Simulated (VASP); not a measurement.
# BP (F-43m) in VASP: notebook, part 2 of 2

VASP 6.6.1.

## (4) Single point, PBEsol

This run uses another cell than the first one, of 11.68 Å³/atom, 1.068 times its volume.

INCAR

```
SYSTEM = BP
PREC = Accurate
ENCUT = 520
EDIFF = 1E-7
ISMEAR = 0
SIGMA = 0.02
LREAL = .FALSE.
LASPH = .TRUE.
NELM = 100
ALGO = Normal
ISIF = 2
LWAVE = .FALSE.
LCHARG = .FALSE.
GGA = PS
NBANDS = 11
```

KPOINTS

```
Automatic mesh
0
G
  10 10 10
  0 0 0
```

POSCAR

```
BP
1.0
    0.0000000000      2.2692141801      2.2692141801
    2.2692141801      0.0000000000      2.2692141801
    2.2692141801      2.2692141801      0.0000000000
B P
1 1
Direct
    0.0000000000      0.0000000000      0.0000000000
    0.2500000000      0.2500000000      0.2500000000
```

Potentials or basis: VASP PAW PBE potentials, release 64 (B, P).

Run with:

```sh
cat potpaw_PBE.64/B/POTCAR potpaw_PBE.64/P/POTCAR > POTCAR
mpirun -np 1 vasp_std > vasp.out
```

OUTCAR:

```text
SYSTEM = BP
   PREC = Accurate
   ENCUT = 520
   EDIFF = 1E-7
   ISMEAR = 0
   LREAL = .FALSE.
   LASPH = .TRUE.
   NELM = 100
   ISIF = 2
   GGA = PS

 ion  position               nearest neighbor table
   1  0.000  0.000  0.000-   2 1.97   2 1.97   2 1.97   2 1.97
   2  0.250  0.250  0.250-   1 1.97   1 1.97   1 1.97   1 1.97

  LATTYP: Found a face centered cubic cell.
 ALAT       =     4.5384283602

  Lattice vectors:

 A1 = (   0.0000000000,   2.2692141801,   2.2692141801)
 A2 = (   2.2692141801,   0.0000000000,   2.2692141801)
 A3 = (   2.2692141801,   2.2692141801,   0.0000000000)

Analysis of symmetry for initial positions (statically):
=====================================================================
 Subroutine PRICEL returns:
 Original cell was already a primitive cell.

 Routine SETGRP: Setting up the symmetry group for a
 face centered cubic supercell.

 Subroutine GETGRP returns: Found 24 space group operations
 (whereof 24 operations were pure point group operations)
 out of a pool of 48 trial point group operations.

The static configuration has the point symmetry T_d .

Analysis of symmetry for dynamics (positions and initial velocities):
=====================================================================
 Subroutine PRICEL returns:
 Original cell was already a primitive cell.

 Routine SETGRP: Setting up the symmetry group for a
 face centered cubic supercell.

 Subroutine GETGRP returns: Found 24 space group operations
 (whereof 24 operations were pure point group operations)
 out of a pool of 48 trial point group operations.

The dynamic configuration has the point symmetry T_d .

 Subroutine INISYM returns: Found 24 space group operations
 (whereof 24 operations are pure point group operations),
 and found     1 'primitive' translations

----------------------------------------------------------------------------------------

                                     Primitive cell

  volume of cell :      23.3699

  direct lattice vectors                    reciprocal lattice vectors
     0.000000000  2.269214180  2.269214180    -0.220340594  0.220340594  0.220340594
     2.269214180  0.000000000  2.269214180     0.220340594 -0.220340594  0.220340594
     2.269214180  2.269214180  0.000000000     0.220340594  0.220340594 -0.220340594

  length of vectors
     3.209153469  3.209153469  3.209153469     0.381641104  0.381641104  0.381641104

  position of ions in fractional coordinates (direct lattice)
     0.000000000  0.000000000  0.000000000
     0.250000000  0.250000000  0.250000000

  ion indices of the primitive-cell ions
   primitive index   ion index
                 1           1
                 2           2

----------------------------------------------------------------------------------------

 KPOINTS: Automatic mesh

Automatic generation of k-mesh.
 Grid dimensions read from file:
 generate k-points for:   10   10   10

 Generating k-lattice:

  Cartesian coordinates                     Fractional coordinates (reciprocal lattice)
    -0.022034059  0.022034059  0.022034059     0.100000000  0.000000000  0.000000000
     0.022034059 -0.022034059  0.022034059     0.000000000  0.100000000  0.000000000
     0.022034059  0.022034059 -0.022034059     0.000000000  0.000000000  0.100000000

  Length of vectors
     0.038164110  0.038164110  0.038164110

  Shift w.r.t. Gamma in fractional coordinates (k-lattice)
     0.000000000  0.000000000  0.000000000

 Subroutine IBZKPT returns following result:
 ===========================================

 Found     47 irreducible k-points:

 Following reciprocal coordinates:
            Coordinates               Weight
  0.000000  0.000000  0.000000      1.000000
  0.100000  0.000000  0.000000      8.000000
  0.200000  0.000000  0.000000      8.000000
  0.300000  0.000000  0.000000      8.000000
  0.400000  0.000000  0.000000      8.000000
  0.500000  0.000000  0.000000      4.000000
[... 16 lines left out ...]
  0.300000  0.300000  0.000000      6.000000
  0.400000  0.300000  0.000000     24.000000
 [... further k-points ...]
   k-points           NKPTS =     47   k-points in BZ     NKDIM =     47   number of bands    NBANDS=     11
   number of dos      NEDOS =    301   number of ions     NIONS =      2
   total plane-waves  NPLWV =  13824
   dimension x,y,z NGX =    24 NGY =   24 NGZ =   24
   dimension x,y,z NGXF=    48 NGYF=   48 NGZF=   48
   ions per type =               1   1
   NGX,Y,Z   is equivalent  to a cutoff of  12.43, 12.43, 12.43 a.u.
   NGXF,Y,Z  is equivalent  to a cutoff of  24.87, 24.87, 24.87 a.u.
 SYSTEM =  BP
   PREC   = accura    normal or accurate (medium, high low for compatibility)
   ISTART =      0    job   : 0-new  1-cont  2-samecut
   ICHARG =      2    charge: 1-file 2-atom 10-const
   ISPIN  =      1    spin polarized calculation?
   LNONCOLLINEAR =      F non collinear calculations
   LSORBIT =      F    spin-orbit coupling
   LASPH  =      T    aspherical Exc in radial PAW
   ENCUT  =  520.0 eV  38.22 Ry    6.18 a.u.   5.97  5.97  5.97*2*pi/ulx,y,z
   NELM   =    100;   NELMIN=  2; NELMDL= -5     # of ELM steps
   EDIFF  = 0.1E-06   stopping-criterion for ELM
   LREAL  =      F    real-space projection
   EDIFFG = 0.1E-05   stopping-criterion for IOM
   NSW    =      0    number of steps for IOM
   IBRION =     -1    ionic relax: 0-MD 1-quasi-New 2-CG
   NFREE  =      0    steps in history (QN), initial steepest desc. (CG)
   ISIF   =      2    stress and relaxation
   ISYM   =      2    0-nonsym 1-usesym 2-fastsym
   POTIM  = 0.5000    time-step for ionic-motion
   TEBEG  =    0.0;   TEEND  =   0.0 temperature during run
   PSTRESS=    0.0 pullay stress
   NELECT =       8.0000    total number of electrons
   NUPDOWN=      -1.0000    fix difference up-down
   EMIN   =  10.00;   EMAX   =-10.00  energy-range for DOS
   EFERMI =   0.00;   METHOD = LEGACY
   ISMEAR =     0;   SIGMA  =   0.02  broadening in eV -4-tet -1-fermi 0-gaus
   EFERMI_NEDOS =   21; number of points for ismear=-14 and -15
   IALGO  =     38    algorithm
   IMIX   =      4    mixing-type and parameters
     AMIX     =   0.40;   BMIX     =  1.00
     AMIX_MAG =   1.60;   BMIX_MAG =  1.00
  volume/ion in A,a.u.               =      11.68        78.85
  Fermi-wavevector in a.u.,A,eV,Ry     =   1.145212  2.164137 17.844194  1.311511
  Thomas-Fermi vector in A             =   2.281902
   LORBIT       =      0    0 simple, 1 ext, 2 COOP (PROOUT), +10 PAW based schemes
   GGA     = PS    functional components
   LHFCALC =     F    Hartree Fock is set to
   AEXX    =    0.0000 exact exchange contribution
   IVDW    =     0    specifies the selected vdW correction
   LEPSILON=     F    determine dielectric tensor
   LRPA    =     F    only Hartree local field effects (RPA)
 non-spin polarized calculation
 Gauss-broadening in eV      SIGMA  =   0.02
  energy-cutoff  :      520.00
  volume of cell :       23.37
 maximum number of plane-waves:       639
   NGX = 11   NGY = 11   NGZ = 11

 number of electron       8.0000000 magnetization

 Free energy of the ion-electron system (eV)
  ---------------------------------------------------
  ext. energy  EPLUGINS =         0.00000000
  ---------------------------------------------------
  free energy    TOTEN  =       -13.67215800 eV

  energy without entropy =      -13.67215800  energy(sigma->0) =      -13.67215800

 E-fermi :   7.5745     XC(G=0): -11.0446

 val. band max:        7.4020685337   @ k =   0.0000   0.0000   0.0000
 cond. band min:       8.5334207349   @ k =   0.4000   0.4000   0.0000
 fundamental gap:      1.1313522012
 Fermi energy:         7.5745473607

 k-point     1 :       0.0000    0.0000    0.0000
  band No.  band energies     occupation
      1      -8.0935      2.00000
      2       7.4021      2.00000
      3       7.4021      2.00000
      4       7.4021      2.00000
      5      10.7585      0.00000
      6      10.7585      0.00000
      7      10.7585      0.00000
      8      14.7406      0.00000
      9      18.6428      0.00000
     10      19.5229      0.00000
     11      19.5229      0.00000
[... 309 lines left out ...]
 k-point    24 :       0.4000    0.3000    0.0000
  band No.  band energies     occupation
      1      -5.1433      2.00000
      2       1.2380      2.00000
      3       3.3137      2.00000
      4       3.8591      2.00000
      5       9.1138      0.00000
      6      10.8987      0.00000
      7      16.8481      0.00000
      8      16.8567      0.00000
      9      21.3311      0.00000
     10      22.6616      0.00000
     11      24.3143      0.00000

 [... further k-points ...]
[... 5 lines left out ...]
  --------------------------------------------------------------------------------------
  -------------------------------------------------------------------------------------
  Total       -0.2775504     -0.2775504     -0.2775504     -0.0000000     -0.0000000     -0.0000000
  in kB      -19.0281229    -19.0281229    -19.0281229     -0.0000000     -0.0000000     -0.0000000
  external PRESSURE =     -19.0281229 kB  Pullay stress =       0.0000000 kB

 VOLUME and BASIS-vectors are now :
 -----------------------------------------------------------------------------
  energy-cutoff  :      520.00
  volume of cell :       23.37
      direct lattice vectors                 reciprocal lattice vectors
     0.000000000  2.269214180  2.269214180    -0.220340594  0.220340594  0.220340594
     2.269214180  0.000000000  2.269214180     0.220340594 -0.220340594  0.220340594
     2.269214180  2.269214180  0.000000000     0.220340594  0.220340594 -0.220340594

 POSITION                                       TOTAL-FORCE (eV/Angst)
 -----------------------------------------------------------------------------------
      0.00000      0.00000      0.00000         0.000000      0.000000      0.000000
      1.13461      1.13461      1.13461        -0.000000     -0.000000     -0.000000
 -----------------------------------------------------------------------------------
    total drift:                                0.000000      0.000000      0.000000

  FREE ENERGIE OF THE ION-ELECTRON SYSTEM (eV)
  ---------------------------------------------------
  free  energy   TOTEN  =       -13.6721579980 eV

  energy  without entropy=      -13.6721579980  energy(sigma->0) =      -13.67215800
```

stdout:

```text
POSCAR found type information on POSCAR B P
 POSCAR found :  2 types and       2 ions
 scaLAPACK will be used
 -----------------------------------------------------------------------------
|                                                                             |
|                                                                             |
|     You enforced a specific xc type in the INCAR file but a different       |
|     I HOPE YOU KNOW WHAT YOU ARE DOING!                                     |
|                                                                             |
 -----------------------------------------------------------------------------

 LDA part: xc-table for (Slater+PW92), standard interpolation
 POSCAR, INCAR and KPOINTS ok, starting setup
 FFT: planning ... GRIDC
 FFT: planning ... GRID_SOFT
 FFT: planning ... GRID
 WAVECAR not read
 entering main loop
```

Run time: 5.2 s. Hardware: 1 thread of Intel Xeon Platinum 8488C (Sapphire Rapids), shared host; peak memory 0.13 GiB.

What came out:

| Item | Value |
| --- | --- |
| Free energy | -13.6722 eV |
| Pressure | -1.9 GPa |
| Band gap on the k mesh | 1.13 eV, indirect (least direct gap 3.36 eV) |

Caveat: the PAW data sets were made with another functional, which shifts forces and pressure a little. A k mesh can miss the band edges.

## (5) Single point, PBEsol

This run uses another cell than the first one, of 11.68 Å³/atom, 1.068 times its volume.

INCAR

```
PREC = Accurate
ENCUT = 520
EDIFF = 1E-7
ISMEAR = 0
SIGMA = 0.02
LREAL = False
LASPH = True
NELM = 100
ALGO = Normal
ISIF = 2
LWAVE = False
LCHARG = False
GGA = PS
NBANDS = 11
```

KPOINTS

```
regular mesh
0
Gamma
  10 10 10
```

POSCAR is that of step 4.

Run with:

```sh
cat potpaw_PBE.64/B/POTCAR potpaw_PBE.64/P/POTCAR > POTCAR
mpirun -np 1 vasp_std > vasp.out
```

It took 6.9 s on 1 thread of Intel Xeon Platinum 8488C (Sapphire Rapids), shared host; peak memory 0.13 GiB.

Results (log left out):

| Property | Result |
| --- | --- |
| Free energy | -13.6722 eV |
| Pressure | -1.9 GPa |
| Band gap on the k mesh | 1.13 eV, indirect (least direct gap 3.36 eV) |

Levels at points of the mesh, in eV from the valence-band top:
```tsv
k point	band 1	band 2	band 3	band 4	band 5	band 6	band 7	band 8
(0.00, 0.00, 0.00)	-15.50	0.00	0.00	0.00	3.36	3.36	3.36	7.34
(0.50, 0.00, 0.00)	-12.15	-9.09	-1.77	-1.77	3.73	4.65	4.65	9.93
(0.50, 0.50, 0.00)	-10.62	-8.60	-4.14	-4.14	1.23	1.52	12.09	12.09
```

Caveat: the PAW data sets were made with another functional, which shifts forces and pressure a little.

## (6) The runs side by side

| cell | gap on the mesh (eV) | pressure (GPa) |
| --- | --- | --- |
| a = 3.140 Å, angles 60.0°, 2 atoms | 1.04 | 10.2 |
| a = 3.196 Å, angles 60.0°, 2 atoms | 1.12 | 0.1 |
| a = 3.209 Å, angles 60.0°, 2 atoms | 1.13 | -1.9 |

Alike in all rows: task single point; level PBEsol; potentials or basis VASP PAW PBE potentials, release 64 (B, P); no spin polarisation; k mesh 10 × 10 × 10; cutoff (eV) 520; smearing gaussian 0.02 eV.

Caveats: the PAW data sets were made with another functional, which shifts forces and pressure a little.

Absolute energies hang on the potentials; compare differences alone.
